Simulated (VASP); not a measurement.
# Ta (Im-3m) in VASP: further runs, part 3 of 4

VASP 6.6.1.

**4. Electric field gradients, PBEsol (volume scaled by 1.02)**

Input file INCAR:

```
  PREC = Accurate
  ENCUT = 520
  EDIFF = 1E-8
  ISMEAR = -1
  SIGMA = 0.05
  LREAL = False
  LASPH = True
  NELM = 80
  ALGO = Normal
  ISIF = 2
  LWAVE = False
  LCHARG = False
  GGA = PS
  LEFG = True
  NBANDS = 12
```

Input file KPOINTS:

```
regular mesh
0
Gamma
  15 15 15
```

Input file POSCAR:

```
Ta
1.0
   -1.6622159478      1.6622159478      1.6622159478
    1.6622159478     -1.6622159478      1.6622159478
    1.6622159478      1.6622159478     -1.6622159478
Ta
1
Direct
    0.0000000000      0.0000000000      0.0000000000
```

Potentials or basis: VASP PAW PBE potentials, release 64 (Ta_pv).

Command:

```sh
$ cat potpaw_PBE.64/Ta_pv/POTCAR > POTCAR
$ mpirun -np 1 vasp_std > vasp.out
```

OUTCAR:

```text
PREC = Accurate
   ENCUT = 520
   EDIFF = 1E-8
   ISMEAR = -1
   LREAL = False
   LASPH = True
   NELM = 80
   ISIF = 2
   GGA = PS

 ion  position               nearest neighbor table
   1  0.000  0.000  0.000-

  LATTYP: Found a body centered cubic cell.
 ALAT       =     3.3244318956

  Lattice vectors:

 A1 = (  -1.6622159478,   1.6622159478,   1.6622159478)
 A2 = (   1.6622159478,  -1.6622159478,   1.6622159478)
 A3 = (   1.6622159478,   1.6622159478,  -1.6622159478)

Analysis of symmetry for initial positions (statically):
=====================================================================
 Subroutine PRICEL returns:
 Original cell was already a primitive cell.

 Routine SETGRP: Setting up the symmetry group for a
 body centered cubic supercell.

 Subroutine GETGRP returns: Found 48 space group operations
 (whereof 48 operations were pure point group operations)
 out of a pool of 48 trial point group operations.

The static configuration has the point symmetry O_h .

Analysis of symmetry for dynamics (positions and initial velocities):
=====================================================================
 Subroutine PRICEL returns:
 Original cell was already a primitive cell.

 Routine SETGRP: Setting up the symmetry group for a
 body centered cubic supercell.

 Subroutine GETGRP returns: Found 48 space group operations
 (whereof 48 operations were pure point group operations)
 out of a pool of 48 trial point group operations.

The dynamic configuration has the point symmetry O_h .

 Subroutine INISYM returns: Found 48 space group operations
 (whereof 48 operations are pure point group operations),
 and found     1 'primitive' translations

----------------------------------------------------------------------------------------

                                     Primitive cell

  volume of cell :      18.3706

  direct lattice vectors                    reciprocal lattice vectors
    -1.662215948  1.662215948  1.662215948     0.000000000  0.300803274  0.300803274
     1.662215948 -1.662215948  1.662215948     0.300803274  0.000000000  0.300803274
     1.662215948  1.662215948 -1.662215948     0.300803274  0.300803274  0.000000000

  length of vectors
     2.879042475  2.879042475  2.879042475     0.425400070  0.425400070  0.425400070

  position of ions in fractional coordinates (direct lattice)
     0.000000000  0.000000000  0.000000000

  ion indices of the primitive-cell ions
   primitive index   ion index
                 1           1

----------------------------------------------------------------------------------------

 KPOINTS: regular mesh

Automatic generation of k-mesh.
 Grid dimensions read from file:
 generate k-points for:   15   15   15

 Generating k-lattice:

[... 64 lines left out ...]
   NSW    =      0    number of steps for IOM
   IBRION =     -1    ionic relax: 0-MD 1-quasi-New 2-CG
   NFREE  =      0    steps in history (QN), initial steepest desc. (CG)
   ISIF   =      2    stress and relaxation
   ISYM   =      2    0-nonsym 1-usesym 2-fastsym
   POTIM  = 0.5000    time-step for ionic-motion
   TEBEG  =    0.0;   TEEND  =   0.0 temperature during run
   PSTRESS=    0.0 pullay stress
   NELECT =      11.0000    total number of electrons
   NUPDOWN=      -1.0000    fix difference up-down
   EMIN   =  10.00;   EMAX   =-10.00  energy-range for DOS
   EFERMI =   0.00;   METHOD = LEGACY
   ISMEAR =    -1;   SIGMA  =   0.05  broadening in eV -4-tet -1-fermi 0-gaus
   EFERMI_NEDOS =   21; number of points for ismear=-14 and -15
   IALGO  =     38    algorithm
   IMIX   =      4    mixing-type and parameters
     AMIX     =   0.40;   BMIX     =  1.00
     AMIX_MAG =   1.60;   BMIX_MAG =  1.00
  volume/ion in A,a.u.               =      18.37       123.97
  Fermi-wavevector in a.u.,A,eV,Ry     =   1.379849  2.607537 25.905271  1.903984
  Thomas-Fermi vector in A             =   2.504781
   LORBIT       =      0    0 simple, 1 ext, 2 COOP (PROOUT), +10 PAW based schemes
   GGA     = PS    functional components
   LHFCALC =     F    Hartree Fock is set to
   AEXX    =    0.0000 exact exchange contribution
   IVDW    =     0    specifies the selected vdW correction
   LEPSILON=     F    determine dielectric tensor
   LRPA    =     F    only Hartree local field effects (RPA)
 non-spin polarized calculation
  energy-cutoff  :      520.00
  volume of cell :       18.37
 maximum number of plane-waves:       531
 NGX is ok and might be reduce to    24
   NGX = 11   NGY = 11   NGZ = 11

 number of electron      11.0000000 magnetization

 Free energy of the ion-electron system (eV)
  ---------------------------------------------------
  ext. energy  EPLUGINS =         0.00000000
  ---------------------------------------------------
  free energy    TOTEN  =       -12.53907299 eV

  energy without entropy =      -12.52790833  energy(sigma->0) =      -12.53349066

 E-fermi :   5.1599     XC(G=0): -12.6274

 val. band max:        5.1485162671   @ k =   0.3333   0.0000   0.0000
 cond. band min:       5.1714433852   @ k =   0.3333   0.1333   0.0000
 fundamental gap:      0.0229271180
 Fermi energy:         5.1598815439

 k-point     1 :       0.0000    0.0000    0.0000
  band No.  band energies     occupation
      1     -27.9407      2.00000
      2     -27.9407      2.00000
      3     -27.9407      2.00000
      4      -2.6894      2.00000
      5       5.8827      0.00000
      6       5.8827      0.00000
      7       5.8827      0.00000
      8       9.0825      0.00000
      9       9.0825      0.00000
     10      19.7563      0.00000
     11      20.1110      0.00000
     12      20.1110      0.00000
[... 331 lines left out ...]
 k-point    24 :       0.4000    0.2000    0.0000
  band No.  band energies     occupation
      1     -28.9140      2.00000
      2     -28.4571      2.00000
      3     -28.0538      2.00000
      4       1.9900      2.00000
      5       3.8107      2.00000
      6       5.1911      0.69784
      7       8.8221      0.00000
      8      10.1747      0.00000
      9      14.4725      0.00000
     10      14.8370      0.00000
     11      18.5964      0.00000
     12      19.7667      0.00000

 [... further k-points ...]
[... 5 lines left out ...]
  --------------------------------------------------------------------------------------
  -------------------------------------------------------------------------------------
  Total       -0.8679167     -0.8679167     -0.8679167     -0.0000000     -0.0000000      0.0000000
  in kB      -75.6948469    -75.6948469    -75.6948469     -0.0000000     -0.0000000      0.0000000
  external PRESSURE =     -75.6948469 kB  Pullay stress =       0.0000000 kB

 VOLUME and BASIS-vectors are now :
 -----------------------------------------------------------------------------
  energy-cutoff  :      520.00
  volume of cell :       18.37
      direct lattice vectors                 reciprocal lattice vectors
    -1.662215948  1.662215948  1.662215948     0.000000000  0.300803274  0.300803274
     1.662215948 -1.662215948  1.662215948     0.300803274  0.000000000  0.300803274
     1.662215948  1.662215948 -1.662215948     0.300803274  0.300803274  0.000000000

 POSITION                                       TOTAL-FORCE (eV/Angst)
 -----------------------------------------------------------------------------------
      0.00000      0.00000      0.00000         0.000000      0.000000     -0.000000
 -----------------------------------------------------------------------------------
    total drift:                                0.000000      0.000000      0.000000

  FREE ENERGIE OF THE ION-ELECTRON SYSTEM (eV)
  ---------------------------------------------------
  free  energy   TOTEN  =       -12.5390729878 eV

  energy  without entropy=      -12.5279083346  energy(sigma->0) =      -12.53349066

 Electric field gradients (V/A^2)
---------------------------------------------------------------------
 ion       V_xx      V_yy      V_zz      V_xy      V_xz      V_yz
---------------------------------------------------------------------
   1       0.000     0.000    -0.000     0.000     0.000     0.000
---------------------------------------------------------------------

 Electric field gradients after diagonalization (V/A^2)
 (convention: |V_zz| > |V_xx| > |V_yy|)
----------------------------------------------------------------------
 ion       V_xx      V_yy      V_zz     asymmetry (V_yy - V_xx)/ V_zz
----------------------------------------------------------------------
   1      -0.000    -0.000     0.000       0.000
----------------------------------------------------------------------

           NMR quadrupolar parameters

 Cq : quadrupolar parameter    Cq=e*Q*V_zz/h
 eta: asymmetry parameters     (V_yy - V_xx)/ V_zz
 Q  : nuclear electric quadrupole moment in mb (millibarn)
----------------------------------------------------------------------
 ion       Cq(MHz)       eta       Q (mb)
----------------------------------------------------------------------
   1       0.000       0.000       1.000
----------------------------------------------------------------------
```

stdout:

```text
POSCAR found type information on POSCAR Ta
 POSCAR found :  1 types and       1 ions
 scaLAPACK will be used
 -----------------------------------------------------------------------------
|                                                                             |
|                                                                             |
|     You enforced a specific xc type in the INCAR file but a different       |
|     I HOPE YOU KNOW WHAT YOU ARE DOING!                                     |
|                                                                             |
 -----------------------------------------------------------------------------

 LDA part: xc-table for (Slater+PW92), standard interpolation
 POSCAR, INCAR and KPOINTS ok, starting setup
 FFT: planning ... GRIDC
 FFT: planning ... GRID_SOFT
 FFT: planning ... GRID
 WAVECAR not read
 entering main loop
ion   1
```

Wall time 16 s (1 thread of Intel Xeon 6975P-C, shared host); peak memory 0.15 GiB.

What came out:

| Property | Result |
| --- | --- |
| Free energy | -12.5391 eV |
| Pressure | -7.6 GPa |

Caveat: without QUAD_EFG the Cq values of the log hold for a quadrupole moment of 1 mb, not for the nuclei; the PAW data sets were made with another functional, which shifts forces and pressure a little; spin-orbit coupling is left out, which moves the levels of the heavy elements.

**5. Electric field gradients, PBEsol (volume scaled by 1.02)**

Input file INCAR:

```
SYSTEM = Ta
ALGO     = Normal         ! electronic algorithm
EDIFF    = 1E-8           ! SCF threshold, eV
ENCUT    = 520            ! plane-wave cutoff, eV
GGA      = PS             ! functional
ISIF     = 2              ! what is computed and relaxed
ISMEAR   = -1             ! smearing method
LASPH    = .TRUE.         ! aspherical terms in the spheres
LCHARG   = .FALSE.        ! write CHGCAR
LEFG     = .TRUE.       
LREAL    = .FALSE.        ! projectors in reciprocal space
LWAVE    = .FALSE.        ! write WAVECAR
NBANDS   = 12             ! bands
NELM     = 100            ! most SCF steps
PREC     = Accurate       ! precision mode
SIGMA    = 0.05           ! smearing width, eV
```

Input file KPOINTS:

```
k-points
0
G
  15 15 15
  0 0 0
```

POSCAR is that of step 4.

Potentials or basis: VASP PAW PBE potentials, release 64 (Ta_pv).

Command:

```sh
$ cat potpaw_PBE.64/Ta_pv/POTCAR > POTCAR
$ mpirun -np 1 vasp_std > vasp.out
```

OUTCAR:

```text
SYSTEM = Ta
   EDIFF = 1E-8
   ENCUT = 520
   GGA = PS
   ISIF = 2
   ISMEAR = -1
   LASPH = .TRUE.
   LREAL = .FALSE.
   NELM = 100
   PREC = Accurate

 ion  position               nearest neighbor table
   1  0.000  0.000  0.000-

  LATTYP: Found a body centered cubic cell.
 ALAT       =     3.3244318956

  Lattice vectors:

 A1 = (  -1.6622159478,   1.6622159478,   1.6622159478)
 A2 = (   1.6622159478,  -1.6622159478,   1.6622159478)
 A3 = (   1.6622159478,   1.6622159478,  -1.6622159478)

Analysis of symmetry for initial positions (statically):
=====================================================================
 Subroutine PRICEL returns:
 Original cell was already a primitive cell.

 Routine SETGRP: Setting up the symmetry group for a
 body centered cubic supercell.

 Subroutine GETGRP returns: Found 48 space group operations
 (whereof 48 operations were pure point group operations)
 out of a pool of 48 trial point group operations.

The static configuration has the point symmetry O_h .

Analysis of symmetry for dynamics (positions and initial velocities):
=====================================================================
 Subroutine PRICEL returns:
 Original cell was already a primitive cell.

 Routine SETGRP: Setting up the symmetry group for a
 body centered cubic supercell.

 Subroutine GETGRP returns: Found 48 space group operations
 (whereof 48 operations were pure point group operations)
 out of a pool of 48 trial point group operations.

The dynamic configuration has the point symmetry O_h .

 Subroutine INISYM returns: Found 48 space group operations
 (whereof 48 operations are pure point group operations),
 and found     1 'primitive' translations

----------------------------------------------------------------------------------------

                                     Primitive cell

  volume of cell :      18.3706

  direct lattice vectors                    reciprocal lattice vectors
    -1.662215948  1.662215948  1.662215948     0.000000000  0.300803274  0.300803274
     1.662215948 -1.662215948  1.662215948     0.300803274  0.000000000  0.300803274
     1.662215948  1.662215948 -1.662215948     0.300803274  0.300803274  0.000000000

  length of vectors
     2.879042475  2.879042475  2.879042475     0.425400070  0.425400070  0.425400070

  position of ions in fractional coordinates (direct lattice)
     0.000000000  0.000000000  0.000000000

  ion indices of the primitive-cell ions
   primitive index   ion index
                 1           1

----------------------------------------------------------------------------------------

 KPOINTS: k-points

Automatic generation of k-mesh.
 Grid dimensions read from file:
 generate k-points for:   15   15   15

 Generating k-lattice:

  Cartesian coordinates                     Fractional coordinates (reciprocal lattice)
     0.000000000  0.020053552  0.020053552     0.066666667  0.000000000  0.000000000
     0.020053552  0.000000000  0.020053552     0.000000000  0.066666667  0.000000000
[... 66 lines left out ...]
   POTIM  = 0.5000    time-step for ionic-motion
   TEBEG  =    0.0;   TEEND  =   0.0 temperature during run
   PSTRESS=    0.0 pullay stress
   NELECT =      11.0000    total number of electrons
   NUPDOWN=      -1.0000    fix difference up-down
   EMIN   =  10.00;   EMAX   =-10.00  energy-range for DOS
   EFERMI =   0.00;   METHOD = LEGACY
   ISMEAR =    -1;   SIGMA  =   0.05  broadening in eV -4-tet -1-fermi 0-gaus
   EFERMI_NEDOS =   21; number of points for ismear=-14 and -15
   IALGO  =     38    algorithm
   IMIX   =      4    mixing-type and parameters
     AMIX     =   0.40;   BMIX     =  1.00
     AMIX_MAG =   1.60;   BMIX_MAG =  1.00
  volume/ion in A,a.u.               =      18.37       123.97
  Fermi-wavevector in a.u.,A,eV,Ry     =   1.379849  2.607537 25.905271  1.903984
  Thomas-Fermi vector in A             =   2.504781
   LORBIT       =      0    0 simple, 1 ext, 2 COOP (PROOUT), +10 PAW based schemes
   GGA     = PS    functional components
   LHFCALC =     F    Hartree Fock is set to
   AEXX    =    0.0000 exact exchange contribution
   IVDW    =     0    specifies the selected vdW correction
   LEPSILON=     F    determine dielectric tensor
   LRPA    =     F    only Hartree local field effects (RPA)
 non-spin polarized calculation
  energy-cutoff  :      520.00
  volume of cell :       18.37
 maximum number of plane-waves:       531
 NGX is ok and might be reduce to    24
   NGX = 11   NGY = 11   NGZ = 11

 number of electron      11.0000000 magnetization

 Free energy of the ion-electron system (eV)
  ---------------------------------------------------
  ext. energy  EPLUGINS =         0.00000000
  ---------------------------------------------------
  free energy    TOTEN  =       -12.53907299 eV

  energy without entropy =      -12.52790833  energy(sigma->0) =      -12.53349066

 E-fermi :   5.1599     XC(G=0): -12.6274

 val. band max:        5.1485162671   @ k =   0.3333   0.0000   0.0000
 cond. band min:       5.1714433852   @ k =   0.3333   0.1333   0.0000
 fundamental gap:      0.0229271180
 Fermi energy:         5.1598815439

 k-point     1 :       0.0000    0.0000    0.0000
  band No.  band energies     occupation
      1     -27.9407      2.00000
      2     -27.9407      2.00000
      3     -27.9407      2.00000
      4      -2.6894      2.00000
      5       5.8827      0.00000
      6       5.8827      0.00000
      7       5.8827      0.00000
      8       9.0825      0.00000
      9       9.0825      0.00000
     10      19.7563      0.00000
     11      20.1110      0.00000
     12      20.1110      0.00000
[... 331 lines left out ...]
 k-point    24 :       0.4000    0.2000    0.0000
  band No.  band energies     occupation
      1     -28.9140      2.00000
      2     -28.4571      2.00000
      3     -28.0538      2.00000
      4       1.9900      2.00000
      5       3.8107      2.00000
      6       5.1911      0.69784
      7       8.8221      0.00000
      8      10.1747      0.00000
      9      14.4725      0.00000
     10      14.8370      0.00000
     11      18.5964      0.00000
     12      19.7667      0.00000

 [... further k-points ...]
[... 5 lines left out ...]
  --------------------------------------------------------------------------------------
  -------------------------------------------------------------------------------------
  Total       -0.8679167     -0.8679167     -0.8679167     -0.0000000     -0.0000000      0.0000000
  in kB      -75.6948469    -75.6948469    -75.6948469     -0.0000000     -0.0000000      0.0000000
  external PRESSURE =     -75.6948469 kB  Pullay stress =       0.0000000 kB

 VOLUME and BASIS-vectors are now :
 -----------------------------------------------------------------------------
  energy-cutoff  :      520.00
  volume of cell :       18.37
      direct lattice vectors                 reciprocal lattice vectors
    -1.662215948  1.662215948  1.662215948     0.000000000  0.300803274  0.300803274
     1.662215948 -1.662215948  1.662215948     0.300803274  0.000000000  0.300803274
     1.662215948  1.662215948 -1.662215948     0.300803274  0.300803274  0.000000000

 POSITION                                       TOTAL-FORCE (eV/Angst)
 -----------------------------------------------------------------------------------
      0.00000      0.00000      0.00000         0.000000      0.000000     -0.000000
 -----------------------------------------------------------------------------------
    total drift:                                0.000000      0.000000      0.000000

  FREE ENERGIE OF THE ION-ELECTRON SYSTEM (eV)
  ---------------------------------------------------
  free  energy   TOTEN  =       -12.5390729878 eV

  energy  without entropy=      -12.5279083346  energy(sigma->0) =      -12.53349066

 Electric field gradients (V/A^2)
---------------------------------------------------------------------
 ion       V_xx      V_yy      V_zz      V_xy      V_xz      V_yz
---------------------------------------------------------------------
   1       0.000     0.000    -0.000     0.000     0.000     0.000
---------------------------------------------------------------------

 Electric field gradients after diagonalization (V/A^2)
 (convention: |V_zz| > |V_xx| > |V_yy|)
----------------------------------------------------------------------
 ion       V_xx      V_yy      V_zz     asymmetry (V_yy - V_xx)/ V_zz
----------------------------------------------------------------------
   1      -0.000    -0.000     0.000       0.000
----------------------------------------------------------------------

           NMR quadrupolar parameters

 Cq : quadrupolar parameter    Cq=e*Q*V_zz/h
 eta: asymmetry parameters     (V_yy - V_xx)/ V_zz
 Q  : nuclear electric quadrupole moment in mb (millibarn)
----------------------------------------------------------------------
 ion       Cq(MHz)       eta       Q (mb)
----------------------------------------------------------------------
   1       0.000       0.000       1.000
----------------------------------------------------------------------
```

Run time: 9.7 s. Hardware: 1 thread of Intel Xeon 6975P-C, shared host; peak memory 0.15 GiB.

What came out:

```yaml
Free_energy: -12.5391 eV
Pressure: -7.6 GPa
```

Levels at points of the mesh, in eV from the Fermi level:
```csv
k point,band 1,band 2,band 3,band 4,band 5,band 6,band 7,band 8,band 9,band 10
"(0.00, 0.00, 0.00)",-33.10,-33.10,-33.10,-7.85,0.72,0.72,0.72,3.92,3.92,14.60
```

Caveat: without QUAD_EFG the Cq values of the log hold for a quadrupole moment of 1 mb, not for the nuclei; the PAW data sets were made with another functional, which shifts forces and pressure a little; spin-orbit coupling is left out, which moves the levels of the heavy elements.

[end of part 3 of 4]
